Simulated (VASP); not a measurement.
# Si17O32 (a cell with a defect) in VASP: notebook, part 2 of 3

VASP 6.6.1. The steps go on from the part before.

## (3) Single point, PBEsol, collinear spin

Contents of INCAR:

```
SYSTEM = Si17O32
PREC     = Accurate       ! precision mode
ENCUT    = 520            ! plane-wave cutoff, eV
EDIFF    = 1E-6           ! SCF threshold, eV
ISMEAR   = -1             ! smearing method
SIGMA    = 0.05           ! smearing width, eV
LREAL    = Auto         
LASPH    = .TRUE.         ! aspherical terms in the spheres
NELM     = 200            ! most SCF steps
ALGO     = Normal         ! electronic algorithm
ISIF     = 2              ! what is computed and relaxed
LWAVE    = .FALSE.        ! write WAVECAR
LCHARG   = .FALSE.        ! write CHGCAR
ISPIN    = 2              ! spin polarisation
MAGMOM   = 0 0 0 0 0 0 0.125 0.125 0 0.125 0 0 0 0 0 0 0.125 0 0 0 0 0 0 0 0 0.125 0.125 0 0 0 0 0 0 0 0 0 0 0 0.125 0 0 0 0 0 0.125 0 0 0 0 ! initial moments
LORBIT   = 11             ! projections on sites
GGA      = PS             ! functional
NELECT   = 259.0        
ISYM     = -1           
NBANDS   = 164            ! bands
GGA_COMPAT= .FALSE.
```

Contents of KPOINTS:

```
explicit points
1
Reciprocal
  0.25000000   0.25000000   0.25000000 1
```

Contents of POSCAR:

```
Si17O32
1.0
    8.3886930000      0.0000000000      0.0000000000
    0.0000000000      8.3886930000      0.0000000000
    0.0000000000      0.0000000000      5.3570950000
Si O
17 32
Direct
    0.9995530000      0.9988350000      0.0004350000
    0.0039820000      0.9937550000      0.4971360000
    0.9992580000      0.5009270000      0.9956520000
    0.0003450000      0.5031660000      0.5016550000
    0.4987370000      0.0037060000      0.0043310000
    0.5012660000      0.0065760000      0.4913720000
    0.4950720000      0.4993430000      0.9988320000
    0.5018700000      0.4987940000      0.5010410000
    0.2466580000      0.2475530000      0.2495360000
    0.2504840000      0.2486790000      0.7504760000
    0.2500590000      0.7553340000      0.2457790000
    0.2495120000      0.7484250000      0.7466820000
    0.7494650000      0.2530620000      0.2524420000
    0.7490350000      0.2495400000      0.7544850000
    0.7491880000      0.7499190000      0.2485350000
    0.7528970000      0.7514060000      0.7515970000
    0.3948530000      0.3958120000      0.8059610000
    0.1486820000      0.1579650000      0.9975740000
    0.1563940000      0.1538020000      0.5062990000
    0.1543570000      0.6553290000      0.0008670000
    0.1516850000      0.6486500000      0.4987590000
    0.6502270000      0.1578990000      0.0025430000
    0.6496740000      0.1533130000      0.5002540000
    0.6497090000      0.6564320000      0.0104530000
    0.6528970000      0.6525170000      0.5029750000
    0.3447860000      0.3491750000      0.0049370000
    0.3477130000      0.3490550000      0.5010960000
    0.3484570000      0.8506550000      0.9970460000
    0.3451060000      0.8443480000      0.4965200000
    0.8453120000      0.3525400000      0.0032560000
    0.8478800000      0.3468400000      0.4954280000
    0.8451610000      0.8476070000      0.9947890000
    0.8427410000      0.8491150000      0.5021980000
    0.0938420000      0.3994110000      0.2574840000
    0.0977570000      0.4019640000      0.7494580000
    0.0990210000      0.9014380000      0.2506060000
    0.0972540000      0.9010010000      0.7514740000
    0.5988160000      0.4025090000      0.2494630000
    0.5918860000      0.4007510000      0.7489160000
    0.5973930000      0.9039010000      0.2518910000
    0.5932360000      0.9002910000      0.7541060000
    0.4034540000      0.0953220000      0.2512390000
    0.4047540000      0.0946640000      0.7478400000
    0.4037290000      0.6001520000      0.2497460000
    0.3975150000      0.5982330000      0.7506060000
    0.9019810000      0.0993130000      0.2535840000
    0.9029130000      0.0963140000      0.7467580000
    0.9050480000      0.5964210000      0.2481640000
    0.9025500000      0.5960580000      0.7499750000
```

Potentials or basis: VASP PAW PBE potentials, release 64 (Si, O).

Started as:

```
$ cat potpaw_PBE.64/Si/POTCAR potpaw_PBE.64/O/POTCAR > POTCAR
$ mpirun -np 1 vasp_std > vasp.out
```

OUTCAR:

```text
SYSTEM = Si17O32
   PREC = Accurate
   ENCUT = 520
   EDIFF = 1E-6
   ISMEAR = -1
   LREAL = Auto
   LASPH = .TRUE.
   NELM = 200
   ISIF = 2
   ISPIN = 2
   LORBIT = 11
   GGA = PS
   NELECT = 259.0
   ISYM = -1

 ion  position               nearest neighbor table
   1  1.000  0.999  0.000-  37 1.77  36 1.78  47 1.78  46 1.79  32 1.81  18 1.83   2 2.66   2 2.70

   2  0.004  0.994  0.497-  36 1.73  37 1.75  46 1.79  47 1.80  33 1.82  19 1.85   1 2.66   1 2.70

   3  0.999  0.501  0.996-  49 1.74  48 1.76  35 1.76  30 1.79  34 1.82  20 1.84   4 2.65   4 2.71
[... 25 lines left out ...]
  16  0.753  0.751  0.752-  32 1.72  33 1.74  25 1.78  49 1.81  24 1.82  41 1.83  15 2.66  15 2.70

  17  0.395  0.396  0.806-  26 1.21   7 1.59  39 1.68  45 1.72  27 1.73  10 1.75   8 2.05  35 2.51
                            43 2.55   9 2.96
  18  0.149  0.158  0.998-  10 1.75   9 1.75   1 1.83
  19  0.156  0.154  0.506-  10 1.72   9 1.76   2 1.85
  20  0.154  0.655  0.001-  11 1.75  12 1.76   3 1.84
  21  0.152  0.649  0.499-   4 1.76  12 1.77  11 1.82
  22  0.650  0.158  0.003-  14 1.74  13 1.77   5 1.81
  23  0.650  0.153  0.500-   6 1.75  13 1.78  14 1.79
  24  0.650  0.656  0.010-  15 1.71  16 1.82   7 1.85
  25  0.653  0.653  0.503-  16 1.78  15 1.78   8 1.81
  26  0.345  0.349  0.005-  17 1.21   9 1.77   7 1.78  10 1.79
  27  0.348  0.349  0.501-  17 1.73  10 1.78   8 1.80   9 1.81
  28  0.348  0.851  0.997-  11 1.76  12 1.80   5 1.80
  29  0.345  0.844  0.497-  11 1.73  12 1.76   6 1.89
  30  0.845  0.353  0.003-  13 1.77  14 1.78   3 1.79
  31  0.848  0.347  0.495-  13 1.73  14 1.81   4 1.83
  32  0.845  0.848  0.995-  16 1.72  15 1.78   1 1.81
  33  0.843  0.849  0.502-  16 1.74  15 1.78   2 1.82
  34  0.094  0.399  0.257-   4 1.76   9 1.81   3 1.82
  35  0.098  0.402  0.749-   3 1.76   4 1.78  10 1.82  17 2.51
  36  0.099  0.901  0.251-   2 1.73  11 1.76   1 1.78
  37  0.097  0.901  0.751-   2 1.75   1 1.77  12 1.81
  38  0.599  0.403  0.249-   8 1.77  13 1.78   7 1.79
  39  0.592  0.401  0.749-  17 1.68   8 1.73   7 1.77  14 1.83
  40  0.597  0.904  0.252-   6 1.74   5 1.77  15 1.81
  41  0.593  0.900  0.754-   5 1.78  16 1.83   6 1.84
  42  0.403  0.095  0.251-   6 1.70   5 1.73   9 1.83
[... 377 lines left out ...]
  band No.  band energies     occupation
      1     -16.3017      1.00000
      2     -14.8883      1.00000
      3     -13.5150      1.00000
      4     -13.4897      1.00000
      5     -12.9653      1.00000
      6     -12.7007      1.00000
[... 133 lines left out ...]
    140      16.4196      0.00000
    141      16.5007      0.00000
 [bands above 141 left out]

------------------------ aborting loop because EDIFF is reached ----------------------------------------

  FORCE on cell =-STRESS in cart. coord.  units (eV):
  Direction    XX          YY          ZZ          XY          YZ          ZX
  --------------------------------------------------------------------------------------
  -------------------------------------------------------------------------------------
  Total       49.1916511     48.5539468    103.7649391     35.5222024      0.0461263     -3.1975111
  in kB      209.0662995    206.3560334    441.0047510    150.9706472      0.1960385    -13.5895381
  external PRESSURE =     285.4756946 kB  Pullay stress =       0.0000000 kB

 VOLUME and BASIS-vectors are now :
 -----------------------------------------------------------------------------
  energy-cutoff  :      520.00
  volume of cell :      376.98
      direct lattice vectors                 reciprocal lattice vectors
     8.388693000  0.000000000  0.000000000     0.119208082  0.000000000  0.000000000
     0.000000000  8.388693000  0.000000000     0.000000000  0.119208082  0.000000000
     0.000000000  0.000000000  5.357095000     0.000000000  0.000000000  0.186668334

 POSITION                                       TOTAL-FORCE (eV/Angst)
 -----------------------------------------------------------------------------------
      8.38494      8.37892      0.00233        -0.880589      0.529711     -0.444060
      0.03340      8.33631      2.66320        -1.383921      1.226715      0.893924
      8.38247      4.20212      5.33380        -0.025490     -0.232771      1.102338
      0.00289      4.22091      2.68741        -0.355733     -0.646955     -0.606151
      4.18375      0.03109      0.02320         1.031153     -1.963690     -1.787218
      4.20497      0.05516      2.63233         0.725240     -2.417592      2.553158
[... 41 lines left out ...]
      7.59217      5.00319      1.32944        -0.408740      0.639387      0.081443
      7.57121      5.00015      4.01769        -0.277498      0.417797      0.038404
 -----------------------------------------------------------------------------------
    total drift:                                0.002117     -0.004463      0.016292

  FREE ENERGIE OF THE ION-ELECTRON SYSTEM (eV)
  ---------------------------------------------------
  free  energy   TOTEN  =      -371.6338134214 eV

  energy  without entropy=     -371.6328823304  energy(sigma->0) =     -371.63334788

 total charge

# of ion       s       p       d       tot
------------------------------------------
    1        0.587   0.851   0.000   1.437
    2        0.586   0.855   0.000   1.441
    3        0.588   0.864   0.000   1.452
    4        0.592   0.884   0.000   1.476
    5        0.590   0.880   0.000   1.470
    6        0.594   0.882   0.000   1.476
[... 41 lines left out ...]
   48        1.544   3.660   0.000   5.203
   49        1.546   3.676   0.000   5.222
--------------------------------------------------
tot         60.683 133.543   0.000 194.226

 magnetization (x)

# of ion       s       p       d       tot
------------------------------------------
    1        0.002   0.002   0.000   0.004
    2       -0.000   0.000   0.000  -0.000
    3        0.000   0.000   0.000   0.001
    4        0.000   0.000   0.000   0.001
    5        0.000   0.000   0.000   0.001
    6        0.000   0.001   0.000   0.001
[... 41 lines left out ...]
   48        0.000   0.000   0.000   0.000
   49        0.000   0.000   0.000   0.000
--------------------------------------------------
tot          0.238   0.587   0.000   0.825
```

OSZICAR:

```text
N       E                     dE             d eps       ncg     rms          rms(c)
DAV:   1     0.146366323139E+04    0.14637E+04   -0.14580E+05   656   0.155E+03
DAV:   2    -0.316760436543E+03   -0.17804E+04   -0.17370E+04   784   0.348E+02
DAV:   3    -0.407633628753E+03   -0.90873E+02   -0.90221E+02   784   0.804E+01
DAV:   4    -0.408808563142E+03   -0.11749E+01   -0.11699E+01   784   0.989E+00
DAV:   5    -0.408827843519E+03   -0.19280E-01   -0.19247E-01   776   0.114E+00    0.528E+01
DAV:   6    -0.372583953378E+03    0.36244E+02   -0.12720E+02   736   0.286E+01    0.271E+01
DAV:   7    -0.371737083038E+03    0.84687E+00   -0.82539E+00   784   0.740E+00    0.964E+00
DAV:   8    -0.371643033270E+03    0.94050E-01   -0.80254E-01   768   0.250E+00    0.402E+00
DAV:   9    -0.371628705995E+03    0.14327E-01   -0.19303E-01   760   0.143E+00    0.148E+00
DAV:  10    -0.371634758418E+03   -0.60524E-02   -0.42252E-02   752   0.630E-01    0.725E-01
DAV:  11    -0.371633304170E+03    0.14542E-02   -0.26852E-02   768   0.486E-01    0.398E-01
DAV:  12    -0.371633835403E+03   -0.53123E-03   -0.43186E-03   752   0.181E-01    0.209E-01
DAV:  13    -0.371633778412E+03    0.56991E-04   -0.11228E-03   768   0.974E-02    0.100E-01
DAV:  14    -0.371633807809E+03   -0.29397E-04   -0.30068E-04   760   0.436E-02    0.341E-02
DAV:  15    -0.371633813072E+03   -0.52626E-05   -0.22866E-05   744   0.129E-02    0.145E-02
DAV:  16    -0.371633813421E+03   -0.34942E-06   -0.77628E-06   696   0.863E-03
   1 F= -.37163381E+03 E0= -.37163335E+03  d E =-.931091E-03  mag=     0.9976
```

stdout:

```text
POSCAR found type information on POSCAR SiO
 POSCAR found :  2 types and      49 ions
 scaLAPACK will be used
 -----------------------------------------------------------------------------
|                                                                             |
|                                                                             |
[... 18 lines left out ...]
|                                                                             |
 -----------------------------------------------------------------------------

 POSCAR, INCAR and KPOINTS ok, starting setup
 FFT: planning ... GRIDC
 FFT: planning ... GRID_SOFT
 FFT: planning ... GRID
 WAVECAR not read
 entering main loop
 the old and the new charge density differ
 old charge density:   260.00000 new  259.00000
    0.528E+01
```

It took 3.2 min on 1 thread of Intel Xeon 6975P-C (Granite Rapids), shared host; peak memory 0.54 GiB.

Results:

```yaml
Free_energy: -371.6338 eV
Largest_force: 49.554 eV/Å
Net_moment: 1.00 μB per cell
Site_moments: Si +0.00, -0.00, +0.22, +0.02, +0.04, +0.01, +0.23 (each value once); O +0.01, -0.00, +0.00, +0.10, +0.04, +0.05 (each value once) μB
Valence_electrons_inside_the_program's_atomic_spheres: Si 1.44, 1.45, 1.48, 1.47, 1.97, 1.52, 1.81, 1.46, 2.74 (each value once); O 5.21, 5.20, 5.19, 5.71, 5.26, 5.22, 5.23, 5.28, 5.17, 5.24, 5.18 (each value once)
```

Forces in eV/Å, atoms in the order of the input:
```
Si   -0.881   0.530  -0.444
Si   -1.384   1.227   0.894
Si   -0.025  -0.233   1.102
Si   -0.356  -0.647  -0.606
Si    1.031  -1.964  -1.787
Si    0.725  -2.418   2.553
Si   21.138  22.227  26.824
Si    4.031   5.038  -9.440
Si   -1.915  -0.674   1.077
Si  -13.727 -14.061  -4.619
Si    0.415  -0.767   0.533
Si   -1.392   2.359  -0.256
Si    0.810  -0.370   0.209
Si    2.691  -1.603  -1.075
Si    0.169   0.267   0.528
Si   -1.213   0.362  -0.011
Si    2.203   1.500 -41.793
O     0.489  -0.731   0.711
O     0.051  -0.320  -0.997
O     0.003  -0.666  -0.419
O     0.542   0.655   0.126
O    -0.136   0.020  -0.221
O     0.351   0.735   0.215
O    -0.213  -1.086  -1.769
O    -0.517  -0.774   0.457
O   -15.878 -14.769  44.557
O     1.930   1.858  -8.166
O    -0.570  -0.725   0.040
O     0.253   0.559   0.222
O    -0.579  -0.655  -0.889
O    -0.523   0.150   1.259
O     0.662   0.224   1.037
O     0.740  -0.230  -0.622
O     0.978   0.019  -1.111
O    -1.376   1.024   0.173
O    -0.489   0.495  -0.346
O     0.069   0.016  -0.183
O    -0.613   0.111   0.709
O     4.314  -1.154  -4.033
O    -0.163   0.369  -0.238
O     0.362   0.415  -0.470
O    -1.280   1.697  -0.644
O    -0.035  -0.422   0.130
O    -0.222  -0.452   0.709
O    -0.430   2.515  -3.983
O     0.648  -0.806  -0.475
O     0.001   0.096   0.410
O    -0.409   0.639   0.081
O    -0.277   0.418   0.038
```

Caveat: the cell carries a net charge on a neutralising background, which shifts energy and pressure; the cell is charged against a uniform background, so pressure and absolute levels hang on convention; atoms lie so close that the PAW spheres overlap strongly, which falsifies energies and pressures; the PAW data sets were made with another functional, which shifts forces and pressure a little.

## (4) Single point, PBEsol, collinear spin

Contents of INCAR:

```
SYSTEM = Si17O32
  ALGO = Normal
  EDIFF = 1E-6
  ENCUT = 520
  GGA = PS
  GGA_COMPAT = .False.
  ISIF = 2
  ISMEAR = -1
  ISPIN = 2
  ISYM = -1
  LASPH = .True.
  LCHARG = .True.
  LELF = .True.
  LORBIT = 11
  LREAL = Auto
  LVHAR = .True.
  LWAVE = .False.
  MAGMOM = 0 0 0 0 0 0 0.125 0.125 0 0.125 0 0 0 0 0 0 0.125 0 0 0 0 0 0 0 0 0.125 0.125 0 0 0 0 0 0 0 0 0 0 0 0.125 0 0 0 0 0 0.125 0 0 0 0
  NBANDS = 164
  NELECT = 259.0
  NELM = 200
  PREC = Accurate
  SIGMA = 0.05
```

KPOINTS is that of step 3.

POSCAR is that of step 3.

Started as:

```
$ cat potpaw_PBE.64/Si/POTCAR potpaw_PBE.64/O/POTCAR > POTCAR
$ mpirun -np 1 vasp_std > vasp.out
```

Run time: 3.2 min. Hardware: 1 thread of Intel Xeon 6975P-C (Granite Rapids), shared host; peak memory 0.54 GiB.

It converged, with:

```yaml
Free_energy: -371.6338 eV
Largest_force: 49.554 eV/Å
Net_moment: 1.00 μB per cell
Site_moments: Si +0.00, -0.00, +0.22, +0.02, +0.04, +0.01, +0.23 (each value once); O +0.01, -0.00, +0.00, +0.10, +0.04, +0.05 (each value once) μB
Valence_electrons_inside_the_program's_atomic_spheres: Si 1.44, 1.45, 1.48, 1.47, 1.97, 1.52, 1.81, 1.46, 2.74 (each value once); O 5.21, 5.20, 5.19, 5.71, 5.26, 5.22, 5.23, 5.28, 5.17, 5.24, 5.18 (each value once)
```

Forces in eV/Å, atoms in the order of the input:
```
Si   -0.881   0.530  -0.444
Si   -1.384   1.227   0.894
Si   -0.025  -0.233   1.102
Si   -0.356  -0.647  -0.606
Si    1.031  -1.964  -1.787
Si    0.725  -2.418   2.553
Si   21.138  22.227  26.824
Si    4.031   5.038  -9.440
Si   -1.915  -0.674   1.077
Si  -13.727 -14.061  -4.619
Si    0.415  -0.767   0.533
Si   -1.392   2.359  -0.256
Si    0.810  -0.370   0.209
Si    2.691  -1.603  -1.075
Si    0.169   0.267   0.528
Si   -1.213   0.362  -0.011
Si    2.203   1.500 -41.793
O     0.489  -0.731   0.711
O     0.051  -0.320  -0.997
O     0.003  -0.666  -0.419
O     0.542   0.655   0.126
O    -0.136   0.020  -0.221
O     0.351   0.735   0.215
O    -0.213  -1.086  -1.769
O    -0.517  -0.774   0.457
O   -15.878 -14.769  44.557
O     1.930   1.858  -8.166
O    -0.570  -0.725   0.040
O     0.253   0.559   0.222
O    -0.579  -0.655  -0.889
O    -0.523   0.150   1.259
O     0.662   0.224   1.037
O     0.740  -0.230  -0.622
O     0.978   0.019  -1.111
O    -1.376   1.024   0.173
O    -0.489   0.495  -0.346
O     0.069   0.016  -0.183
O    -0.613   0.111   0.709
O     4.314  -1.154  -4.033
O    -0.163   0.369  -0.238
O     0.362   0.415  -0.470
O    -1.280   1.697  -0.644
O    -0.035  -0.422   0.130
O    -0.222  -0.452   0.709
O    -0.430   2.515  -3.983
O     0.648  -0.806  -0.475
O     0.001   0.096   0.410
O    -0.409   0.639   0.081
O    -0.277   0.418   0.038
```

Levels at points of the mesh, in eV from the Fermi level:
Spin up:
```tsv
k point	band 126	band 127	band 128	band 129	band 130	band 131	band 132	band 133	band 134	band 135
(0.25, 0.25, 0.25)	-5.75	-5.55	-5.06	-1.19	-0.34	0.59	1.83	2.01	2.33	2.43
```
Spin down:
```csv
k point,band 127,band 128,band 129,band 130,band 131,band 132
"(0.25, 0.25, 0.25)",-5.55,-5.06,-0.63,0.34,0.64,1.89
```

Caveat: the cell carries a net charge on a neutralising background, which shifts energy and pressure; the cell is charged against a uniform background, so pressure and absolute levels hang on convention; atoms lie so close that the PAW spheres overlap strongly, which falsifies energies and pressures; the PAW data sets were made with another functional, which shifts forces and pressure a little.

## (5) Single point, PBEsol, collinear spin

Contents of INCAR:

```
SYSTEM = Si17O32
PREC = Accurate
ENCUT = 520
EDIFF = 1E-6
ISMEAR = 1
SIGMA = 0.05
LREAL = Auto
LASPH = .TRUE.
NELM = 200
ALGO = Normal
ISIF = 2
LWAVE = .FALSE.
LCHARG = .FALSE.
ISPIN = 2
MAGMOM = 0 0 0 0 0 0 0.125 0.125 0 0.125 0 0 0 0 0 0 0.125 0 0 0 0 0 0 0 0 0.125 0.125 0 0 0 0 0 0 0 0 0 0 0 0.125 0 0 0 0 0 0.125 0 0 0 0
LORBIT = 11
GGA = PS
NBANDS = 164
NELECT = 259.0
ISYM = -1
GGA_COMPAT = .FALSE.
```

KPOINTS is that of step 4.

POSCAR is that of step 4.

Started as:

```
$ cat potpaw_PBE.64/Si/POTCAR potpaw_PBE.64/O/POTCAR > POTCAR
$ mpirun -np 1 vasp_std > vasp.out
```

It took 3.7 min on 1 thread of Intel Xeon 6975P-C (Granite Rapids), shared host; peak memory 0.54 GiB.

It converged, with:

| Property | Result |
| --- | --- |
| Free energy | -371.6322 eV |
| Largest force | 49.555 eV/Å |
| Net moment | 1.00 μB per cell |
| Site moments | Si +0.00, -0.00, +0.22, +0.02, +0.04, +0.01, +0.24 (each value once); O +0.01, -0.00, +0.00, +0.10, +0.04, +0.05 (each value once) μB |
| Valence electrons inside the program's atomic spheres | Si 1.44, 1.45, 1.48, 1.47, 1.97, 1.52, 1.81, 1.46, 2.74 (each value once); O 5.21, 5.20, 5.19, 5.71, 5.26, 5.22, 5.23, 5.28, 5.17, 5.24, 5.18 (each value once) |

Forces in eV/Å, atoms in the order of the input:
```
Si   -0.881   0.530  -0.444
Si   -1.384   1.227   0.894
Si   -0.026  -0.233   1.102
Si   -0.356  -0.647  -0.606
Si    1.031  -1.964  -1.787
Si    0.725  -2.418   2.553
Si   21.138  22.226  26.824
Si    4.031   5.038  -9.439
Si   -1.915  -0.674   1.077
Si  -13.727 -14.061  -4.619
Si    0.415  -0.767   0.533
Si   -1.392   2.359  -0.256
Si    0.810  -0.370   0.209
Si    2.691  -1.603  -1.075
Si    0.169   0.267   0.528
Si   -1.213   0.362  -0.011
Si    2.204   1.501 -41.794
O     0.489  -0.730   0.711
O     0.051  -0.320  -0.997
O     0.003  -0.666  -0.419
O     0.542   0.655   0.126
O    -0.136   0.020  -0.221
O     0.351   0.735   0.215
O    -0.213  -1.087  -1.769
O    -0.517  -0.774   0.457
O   -15.877 -14.769  44.559
O     1.930   1.859  -8.166
O    -0.571  -0.725   0.040
O     0.253   0.558   0.222
O    -0.579  -0.655  -0.889
O    -0.523   0.150   1.259
O     0.661   0.224   1.037
O     0.740  -0.230  -0.622
O     0.978   0.019  -1.111
O    -1.376   1.025   0.173
O    -0.489   0.495  -0.346
O     0.069   0.016  -0.183
O    -0.613   0.112   0.709
O     4.314  -1.154  -4.033
O    -0.163   0.369  -0.238
O     0.362   0.415  -0.470
O    -1.280   1.697  -0.644
O    -0.035  -0.423   0.130
O    -0.222  -0.452   0.709
O    -0.429   2.515  -3.983
O     0.648  -0.806  -0.475
O     0.001   0.096   0.410
O    -0.409   0.639   0.081
O    -0.278   0.418   0.038
```

Levels at points of the mesh, in eV from the Fermi level:
Spin up:
```csv
k point,band 128,band 129,band 130,band 131,band 132,band 133
"(0.25, 0.25, 0.25)",-4.77,-0.89,-0.04,0.88,2.12,2.31
```
Spin down:
```csv
k point,band 127,band 128,band 129,band 130,band 131,band 132
"(0.25, 0.25, 0.25)",-5.25,-4.76,-0.33,0.63,0.93,2.19
```

Caveat: the cell carries a net charge on a neutralising background, which shifts energy and pressure; the cell is charged against a uniform background, so pressure and absolute levels hang on convention; atoms lie so close that the PAW spheres overlap strongly, which falsifies energies and pressures; the PAW data sets were made with another functional, which shifts forces and pressure a little.

(Continued in part 3 of 3.)
